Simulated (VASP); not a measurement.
# HgTe (Pm-3m) in VASP: further runs

The runs below take HgTe through single point, with PBEsol, LDA, PBE.

Everything below comes from runs of VASP 6.6.1. Logs are shortened: lines on timing, memory, paths and dates and some standing lists are left out, and cuts for length are marked.

## (1) The cell of the first run

The structure is cubic, space group Pm-3m (No. 221). Conventional cell: a = 3.790 Å, b = 3.790 Å, c = 3.790 Å, α = 90.00°, β = 90.00°, γ = 90.00°. Hg (site symmetry m-3m) has 8 Te at 3.28 Å and 6 Hg at 3.79 Å within 4.3 Å. Te (site symmetry m-3m) has 8 Hg at 3.28 Å and 6 Te at 3.79 Å within 4.3 Å.

## (2) Single point, PBEsol

The input, INCAR:

```
  ALGO = Normal
  EDIFF = 1E-6
  ENCUT = 500
  GGA = PS
  GGA_COMPAT = False
  ISIF = 2
  ISMEAR = -1
  LASPH = True
  LCHARG = False
  LREAL = False
  LWAVE = False
  NBANDS = 16
  NELM = 120
  PREC = Accurate
  SIGMA = 0.02
```

The input, KPOINTS:

```
k-points
0
Gamma
  4 4 4
```

The input, POSCAR:

```
HgTe
1.0
    3.7903382849      0.0000000000      0.0000000000
    0.0000000000      3.7903382849      0.0000000000
    0.0000000000      0.0000000000      3.7903382849
Hg Te
1 1
Direct
    0.0000000000      0.0000000000      0.0000000000
    0.5000000000      0.5000000000      0.5000000000
```

Potentials or basis: VASP PAW PBE potentials, release 64 (Hg, Te).

On the command line:

```
$ cat potpaw_PBE.64/Hg/POTCAR potpaw_PBE.64/Te/POTCAR > POTCAR
$ mpirun -np 1 vasp_std > vasp.out
```

OUTCAR:

```text
EDIFF = 1E-6
   ENCUT = 500
   GGA = PS
   ISIF = 2
   ISMEAR = -1
   LASPH = True
   LREAL = False
   NELM = 120
   PREC = Accurate

 ion  position               nearest neighbor table
   1  0.000  0.000  0.000-   2 3.28   2 3.28   2 3.28   2 3.28   2 3.28   2 3.28   2 3.28   2 3.28

   2  0.500  0.500  0.500-   1 3.28   1 3.28   1 3.28   1 3.28   1 3.28   1 3.28   1 3.28   1 3.28

  LATTYP: Found a simple cubic cell.
 ALAT       =     3.7903382849

  Lattice vectors:

 A1 = (   3.7903382849,   0.0000000000,   0.0000000000)
 A2 = (   0.0000000000,   3.7903382849,   0.0000000000)
 A3 = (   0.0000000000,   0.0000000000,   3.7903382849)

Analysis of symmetry for initial positions (statically):
=====================================================================
 Subroutine PRICEL returns:
 Original cell was already a primitive cell.

 Routine SETGRP: Setting up the symmetry group for a
 simple cubic supercell.

 Subroutine GETGRP returns: Found 48 space group operations
 (whereof 48 operations were pure point group operations)
 out of a pool of 48 trial point group operations.

The static configuration has the point symmetry O_h .

Analysis of symmetry for dynamics (positions and initial velocities):
=====================================================================
 Subroutine PRICEL returns:
 Original cell was already a primitive cell.

 Routine SETGRP: Setting up the symmetry group for a
 simple cubic supercell.

 Subroutine GETGRP returns: Found 48 space group operations
 (whereof 48 operations were pure point group operations)
 out of a pool of 48 trial point group operations.

The dynamic configuration has the point symmetry O_h .

 Subroutine INISYM returns: Found 48 space group operations
 (whereof 48 operations are pure point group operations),
 and found     1 'primitive' translations

----------------------------------------------------------------------------------------

                                     Primitive cell

  volume of cell :      54.4545

  direct lattice vectors                    reciprocal lattice vectors
     3.790338285  0.000000000  0.000000000     0.263828694  0.000000000  0.000000000
     0.000000000  3.790338285  0.000000000     0.000000000  0.263828694  0.000000000
     0.000000000  0.000000000  3.790338285     0.000000000  0.000000000  0.263828694

  length of vectors
     3.790338285  3.790338285  3.790338285     0.263828694  0.263828694  0.263828694

  position of ions in fractional coordinates (direct lattice)
     0.000000000  0.000000000  0.000000000
     0.500000000  0.500000000  0.500000000

  ion indices of the primitive-cell ions
   primitive index   ion index
                 1           1
                 2           2

----------------------------------------------------------------------------------------

 KPOINTS: k-points

Automatic generation of k-mesh.
 Grid dimensions read from file:
 generate k-points for:    4    4    4

 Generating k-lattice:

  Cartesian coordinates                     Fractional coordinates (reciprocal lattice)
     0.065957174  0.000000000  0.000000000     0.250000000  0.000000000  0.000000000
     0.000000000  0.065957174  0.000000000     0.000000000  0.250000000  0.000000000
     0.000000000  0.000000000  0.065957174     0.000000000  0.000000000  0.250000000

  Length of vectors
     0.065957174  0.065957174  0.065957174

  Shift w.r.t. Gamma in fractional coordinates (k-lattice)
     0.000000000  0.000000000  0.000000000

 Subroutine IBZKPT returns following result:
 ===========================================

 Found     10 irreducible k-points:

 Following reciprocal coordinates:
            Coordinates               Weight
  0.000000  0.000000  0.000000      1.000000
  0.250000  0.000000  0.000000      6.000000
  0.500000  0.000000  0.000000      3.000000
  0.250000  0.250000  0.000000     12.000000
  0.500000  0.250000  0.000000     12.000000
  0.500000  0.500000  0.000000      3.000000
  0.250000  0.250000  0.250000      8.000000
  0.500000  0.250000  0.250000     12.000000
  0.500000  0.500000  0.250000      6.000000
  0.500000  0.500000  0.500000      1.000000
   k-points           NKPTS =     10   k-points in BZ     NKDIM =     10   number of bands    NBANDS=     16
   number of dos      NEDOS =    301   number of ions     NIONS =      2
   total plane-waves  NPLWV =  21952
   dimension x,y,z NGX =    28 NGY =   28 NGZ =   28
   dimension x,y,z NGXF=    56 NGYF=   56 NGZF=   56
   ions per type =               1   1
   NGX,Y,Z   is equivalent  to a cutoff of  12.28, 12.28, 12.28 a.u.
   NGXF,Y,Z  is equivalent  to a cutoff of  24.56, 24.56, 24.56 a.u.
 SYSTEM =  unknown system
   PREC   = accura    normal or accurate (medium, high low for compatibility)
   ISTART =      0    job   : 0-new  1-cont  2-samecut
   ICHARG =      2    charge: 1-file 2-atom 10-const
   ISPIN  =      1    spin polarized calculation?
   LNONCOLLINEAR =      F non collinear calculations
   LSORBIT =      F    spin-orbit coupling
   LASPH  =      T    aspherical Exc in radial PAW
   ENCUT  =  500.0 eV  36.75 Ry    6.06 a.u.   6.91  6.91  6.91*2*pi/ulx,y,z
   NELM   =    120;   NELMIN=  2; NELMDL= -5     # of ELM steps
   EDIFF  = 0.1E-05   stopping-criterion for ELM
   LREAL  =      F    real-space projection
   EDIFFG = 0.1E-04   stopping-criterion for IOM
   NSW    =      0    number of steps for IOM
   IBRION =     -1    ionic relax: 0-MD 1-quasi-New 2-CG
   NFREE  =      0    steps in history (QN), initial steepest desc. (CG)
   ISIF   =      2    stress and relaxation
   ISYM   =      2    0-nonsym 1-usesym 2-fastsym
   POTIM  = 0.5000    time-step for ionic-motion
   TEBEG  =    0.0;   TEEND  =   0.0 temperature during run
   PSTRESS=    0.0 pullay stress
   NELECT =      18.0000    total number of electrons
   NUPDOWN=      -1.0000    fix difference up-down
   EMIN   =  10.00;   EMAX   =-10.00  energy-range for DOS
   EFERMI =   0.00;   METHOD = LEGACY
   ISMEAR =    -1;   SIGMA  =   0.02  broadening in eV -4-tet -1-fermi 0-gaus
   EFERMI_NEDOS =   21; number of points for ismear=-14 and -15
   IALGO  =     38    algorithm
   IMIX   =      4    mixing-type and parameters
     AMIX     =   0.40;   BMIX     =  1.00
     AMIX_MAG =   1.60;   BMIX_MAG =  1.00
  volume/ion in A,a.u.               =      27.23       183.74
  Fermi-wavevector in a.u.,A,eV,Ry     =   1.131934  2.139045 17.432793  1.281274
  Thomas-Fermi vector in A             =   2.268634
   LORBIT       =      0    0 simple, 1 ext, 2 COOP (PROOUT), +10 PAW based schemes
   GGA     = PS    functional components
   LHFCALC =     F    Hartree Fock is set to
   AEXX    =    0.0000 exact exchange contribution
   IVDW    =     0    specifies the selected vdW correction
   LEPSILON=     F    determine dielectric tensor
   LRPA    =     F    only Hartree local field effects (RPA)
 non-spin polarized calculation
  energy-cutoff  :      500.00
  volume of cell :       54.45
 maximum number of plane-waves:      1406
 NGX is ok and might be reduce to    28
   NGX = 13   NGY = 13   NGZ = 13

 number of electron      18.0000002 magnetization

 Free energy of the ion-electron system (eV)
  ---------------------------------------------------
  ext. energy  EPLUGINS =         0.00000000
  ---------------------------------------------------
  free energy    TOTEN  =        -3.64485610 eV

  energy without entropy =       -3.64145676  energy(sigma->0) =       -3.64315643

 E-fermi :   4.5544     XC(G=0): -10.3640

 val. band max:        4.5221912702   @ k =   0.5000   0.2500   0.0000
 cond. band min:       4.7656552416   @ k =   0.2500   0.2500   0.0000
 fundamental gap:      0.2434639714
 Fermi energy:         4.5544176661

 k-point     1 :       0.0000    0.0000    0.0000
  band No.  band energies     occupation
      1      -7.6886      2.00000
      2      -1.7591      2.00000
      3      -1.7591      2.00000
      4      -1.2729      2.00000
      5      -1.2729      2.00000
      6      -1.2729      2.00000
[... 8 lines left out ...]
     15      14.3669      0.00000
     16      17.8445      0.00000

 k-point     2 :       0.2500    0.0000    0.0000
  band No.  band energies     occupation
      1      -7.2545      2.00000
      2      -1.7482      2.00000
      3      -1.7271      2.00000
      4      -1.4424      2.00000
      5      -1.4424      2.00000
      6      -1.2641      2.00000
[... 8 lines left out ...]
     15      13.6755      0.00000
     16      15.8457      0.00000

 k-point     3 :       0.5000    0.0000    0.0000
  band No.  band energies     occupation
      1      -6.6580      2.00000
      2      -2.3809      2.00000
      3      -1.6947      2.00000
      4      -1.5933      2.00000
      5      -1.5933      2.00000
      6      -1.2553      2.00000
[... 8 lines left out ...]
     15      14.6449      0.00000
     16      17.6477      0.00000

 k-point     4 :       0.2500    0.2500    0.0000
  band No.  band energies     occupation
      1      -6.8914      2.00000
      2      -1.8012      2.00000
      3      -1.5159      2.00000
      4      -1.5059      2.00000
      5      -1.4340      2.00000
      6      -1.3560      2.00000
[... 8 lines left out ...]
     15      14.3005      0.00000
     16      15.3380      0.00000

 k-point     5 :       0.5000    0.2500    0.0000
  band No.  band energies     occupation
      1      -6.4314      2.00000
      2      -1.8796      2.00000
      3      -1.5168      2.00000
      4      -1.4942      2.00000
      5      -1.4523      2.00000
      6      -1.3484      2.00000
[... 8 lines left out ...]
     15      15.5952      0.00000
     16      16.5536      0.00000

 k-point     6 :       0.5000    0.5000    0.0000
  band No.  band energies     occupation
      1      -6.1766      2.00000
      2      -1.6201      2.00000
      3      -1.4381      2.00000
      4      -1.4381      2.00000
      5      -1.0346      2.00000
      6      -1.0249      2.00000
[... 8 lines left out ...]
     15      14.5794      0.00000
     16      14.5794      0.00000

 k-point     7 :       0.2500    0.2500    0.2500
  band No.  band energies     occupation
      1      -6.5587      2.00000
      2      -1.6764      2.00000
      3      -1.6764      2.00000
      4      -1.4102      2.00000
      5      -1.4102      2.00000
      6      -1.3432      2.00000
[... 8 lines left out ...]
     15      13.9927      0.00000
     16      15.8958      0.00000

 k-point     8 :       0.5000    0.2500    0.2500
  band No.  band energies     occupation
      1      -6.1458      2.00000
      2      -1.8579      2.00000
      3      -1.7692      2.00000
      4      -1.3997      2.00000
      5      -1.2782      2.00000
      6      -1.2348      2.00000
[... 8 lines left out ...]
     15      15.1981      0.00000
     16      16.6271      0.00000

 k-point     9 :       0.5000    0.5000    0.2500
  band No.  band energies     occupation
      1      -5.8034      2.00000
      2      -1.8691      2.00000
      3      -1.8691      2.00000
      4      -1.4879      2.00000
      5      -1.3185      2.00000
      6      -1.0290      2.00000
[... 8 lines left out ...]
     15      18.4209      0.00000
     16      18.4209      0.00000

 k-point    10 :       0.5000    0.5000    0.5000
  band No.  band energies     occupation
      1      -5.2942      2.00000
      2      -2.1489      2.00000
      3      -2.1489      2.00000
      4      -2.1489      2.00000
      5      -1.0233      2.00000
      6      -1.0233      2.00000
[... 8 lines left out ...]
     15      20.9444      0.00000
     16      20.9560      0.00000

------------------------ aborting loop because EDIFF is reached ----------------------------------------

  FORCE on cell =-STRESS in cart. coord.  units (eV):
  Direction    XX          YY          ZZ          XY          YZ          ZX
  --------------------------------------------------------------------------------------
  -------------------------------------------------------------------------------------
  Total       -0.9607548     -0.9607548     -0.9607548      0.0000000     -0.0000000      0.0000000
  in kB      -28.2676193    -28.2676193    -28.2676193      0.0000000     -0.0000000      0.0000000
  external PRESSURE =     -28.2676193 kB  Pullay stress =       0.0000000 kB

 VOLUME and BASIS-vectors are now :
 -----------------------------------------------------------------------------
  energy-cutoff  :      500.00
  volume of cell :       54.45
      direct lattice vectors                 reciprocal lattice vectors
     3.790338285  0.000000000  0.000000000     0.263828694  0.000000000  0.000000000
     0.000000000  3.790338285  0.000000000     0.000000000  0.263828694  0.000000000
     0.000000000  0.000000000  3.790338285     0.000000000  0.000000000  0.263828694

 POSITION                                       TOTAL-FORCE (eV/Angst)
 -----------------------------------------------------------------------------------
      0.00000      0.00000      0.00000         0.000000      0.000000      0.000000
      1.89517      1.89517      1.89517         0.000000      0.000000      0.000000
 -----------------------------------------------------------------------------------
    total drift:                               -0.000000      0.000000     -0.000000

  FREE ENERGIE OF THE ION-ELECTRON SYSTEM (eV)
  ---------------------------------------------------
  free  energy   TOTEN  =        -3.6448561022 eV

  energy  without entropy=       -3.6414567571  energy(sigma->0) =       -3.64315643
```

Run time: 5.3 s. Hardware: 1 thread of Intel Xeon 6975P-C (Granite Rapids), shared host; peak memory 0.15 GiB.

What came out:

- Free energy: -3.6449 eV
- Pressure: -2.8 GPa
- Band gap on the k mesh: zero (bands 9 and 10 overlap by 1.60 eV)

Levels at points of the mesh, in eV from the Fermi level:
| k point | band 5 | band 6 | band 7 | band 8 | band 9 | band 10 | band 11 | band 12 | band 13 | band 14 |
| --- | --- | --- | --- | --- | --- | --- | --- | --- | --- | --- |
| (0.00, 0.00, 0.00) | -5.83 | -5.83 | -2.08 | -0.86 | -0.86 | -0.86 | 5.70 | 5.70 | 9.81 | 9.81 |
| (0.50, 0.00, 0.00) | -6.15 | -5.81 | -5.13 | 0.69 | 0.69 | 2.57 | 3.11 | 5.75 | 5.75 | 5.98 |
| (0.50, 0.50, 0.00) | -5.59 | -5.58 | -4.03 | -4.03 | -2.66 | 0.65 | 6.80 | 6.80 | 7.68 | 8.44 |
| (0.50, 0.50, 0.50) | -5.58 | -5.58 | -1.44 | -1.44 | -1.44 | -0.92 | 1.34 | 1.34 | 1.34 | 16.39 |

Caveat: the k points lie up to 0.41 Å⁻¹ apart, too coarse for converged energies and pressures of a metal; the PAW data sets were made with another functional, which shifts forces and pressure a little; spin-orbit coupling is left out, which moves the levels of the heavy elements.

## (3) Single point, LDA

The input, INCAR:

```
SYSTEM = HgTe
  ALGO = Normal
  EDIFF = 1E-6
  ENCUT = 500
  GGA_COMPAT = .FALSE.
  ISIF = 2
  ISMEAR = -1
  LASPH = .TRUE.
  LCHARG = .FALSE.
  LREAL = .FALSE.
  LWAVE = .FALSE.
  NBANDS = 16
  NELM = 120
  PREC = Accurate
  SIGMA = 0.02
```

The input, KPOINTS:

```
k-points
0
G
  4 4 4
  0 0 0
```

POSCAR is that of step 2.

Potentials or basis: VASP PAW LDA potentials, release 64 (Hg, Te).

On the command line:

```
$ cat potpaw_LDA.64/Hg/POTCAR potpaw_LDA.64/Te/POTCAR > POTCAR
$ mpirun -np 1 vasp_std > vasp.out
```

It took 3.7 s on 1 thread of Intel Xeon 6975P-C (Granite Rapids), shared host; peak memory 0.14 GiB.

Results (log left out):

| Property | Result |
| --- | --- |
| Free energy | -4.2768 eV |
| Pressure | -4.3 GPa |
| Band gap on the k mesh | zero (bands 9 and 10 overlap by 1.63 eV) |

Levels at points of the mesh, in eV from the Fermi level:
```tsv
k point	band 7	band 8	band 9	band 10	band 11	band 12
(0.00, 0.00, 0.00)	-2.11	-0.85	-0.85	-0.85	5.77	5.77
(0.50, 0.00, 0.00)	-5.14	0.69	0.69	2.55	3.11	5.74
(0.50, 0.50, 0.00)	-4.00	-4.00	-2.67	0.64	6.78	6.78
(0.50, 0.50, 0.50)	-1.41	-1.41	-1.41	-0.95	1.36	1.36
```

Caveat: the k points lie up to 0.41 Å⁻¹ apart, too coarse for converged energies and pressures of a metal; spin-orbit coupling is left out, which moves the levels of the heavy elements.

## (4) Single point, PBE

The input, INCAR:

```
PREC     = Accurate       # precision mode
ENCUT    = 500            # plane-wave cutoff, eV
EDIFF    = 1E-6           # SCF threshold, eV
ISMEAR   = -1             # smearing method
SIGMA    = 0.02           # smearing width, eV
LREAL    = False          # projectors in reciprocal space
LASPH    = True           # aspherical terms in the spheres
NELM     = 120            # most SCF steps
ALGO     = Normal         # electronic algorithm
ISIF     = 2              # what is computed and relaxed
LWAVE    = False          # write WAVECAR
LCHARG   = False          # write CHGCAR
GGA      = PE             # functional
NBANDS   = 16             # bands
GGA_COMPAT= False
```

The input, KPOINTS:

```
regular mesh
0
Gamma
  6 6 6
```

POSCAR is that of step 3.

Potentials or basis: VASP PAW PBE potentials, release 64 (Hg, Te).

On the command line:

```
$ cat potpaw_PBE.64/Hg/POTCAR potpaw_PBE.64/Te/POTCAR > POTCAR
$ mpirun -np 1 vasp_std > vasp.out
```

It took 7.5 s on 1 thread of Intel Xeon 6975P-C (Granite Rapids), shared host; peak memory 0.16 GiB.

Results (log left out):

```yaml
Free_energy: -2.8374 eV
Pressure: 0.7 GPa
Band_gap_on_the_k_mesh: zero (bands 9 and 10 overlap by 1.80 eV)
```

Levels at points of the mesh, in eV from the Fermi level:
| k point | band 7 | band 8 | band 9 | band 10 | band 11 | band 12 |
| --- | --- | --- | --- | --- | --- | --- |
| (0.00, 0.00, 0.00) | -2.18 | -0.88 | -0.88 | -0.88 | 5.65 | 5.65 |
| (0.50, 0.00, 0.00) | -5.38 | 0.67 | 0.67 | 2.48 | 3.06 | 5.66 |
| (0.50, 0.50, 0.00) | -4.06 | -4.06 | -2.83 | 0.65 | 6.73 | 6.73 |
| (0.50, 0.50, 0.50) | -1.51 | -1.51 | -1.51 | -1.10 | 1.25 | 1.25 |

Caveat: spin-orbit coupling is left out, which moves the levels of the heavy elements.

## (5) The runs side by side

| level | potentials or basis | k mesh | gap on the mesh (eV) | pressure (GPa) |
| --- | --- | --- | --- | --- |
| PBEsol | VASP PAW PBE potentials, release 64 (Hg, Te) | 4 × 4 × 4 | none | -2.8 |
| LDA | VASP PAW LDA potentials, release 64 (Hg, Te) | 4 × 4 × 4 | none | -4.3 |
| PBE | VASP PAW PBE potentials, release 64 (Hg, Te) | 6 × 6 × 6 | none | 0.7 |

Alike in all rows: task single point; no spin polarisation; cell as given; cutoff (eV) 500; smearing fermi-dirac 0.02 eV.

Caveats: some runs use coarse meshes; spin-orbit coupling is left out, which moves the levels of the heavy elements; the PAW data sets were made with another functional, which shifts forces and pressure a little (at least some runs).

Absolute energies hang on the potentials; compare differences alone.
